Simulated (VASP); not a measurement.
The system is FeNi3.

```
Fe Ni
1.0
     3.54500    0.00000    0.00000
     0.00000    3.54500    0.00000
     0.00000    0.00000    3.54500
Fe Ni
1 3
Cartesian
  0.0000 0.0000 0.0000
  0.0000 1.7725 1.7725
  1.7725 0.0000 1.7725
  1.7725 1.7725 0.0000
```

Base run:

| Item | Value |
| --- | --- |
| Program | VASP 6.6.1 |
| Functional | PBE |
| Potentials or basis | VASP PAW PBE potentials, release 64 (Fe, Ni) |
| Cutoff | 520 eV |
| k mesh | 9 × 9 × 9 |
| Occupations | fermi-dirac, width 0.05 eV |
| Spin | collinear spin, ferromagnetic start |
| Starting moments | [3.0, 1.5, 1.5, 1.5] μB |

Its results: pressure -0.2 GPa; net moment 4.75 μB per cell; site moments Fe +2.90; Ni +0.63 μB.

Task: The run is repeated on the same cell with these changes: functional from PBE to r2SCAN. What comes out?

Result: Pressure -5.2 GPa; net moment 5.25 μB per cell; site moments Fe +3.19; Ni +0.72 μB.

Caveats: the cell stands under tension (at least some runs); the PAW data sets were made with another functional, which shifts forces and pressure a little (at least some runs).
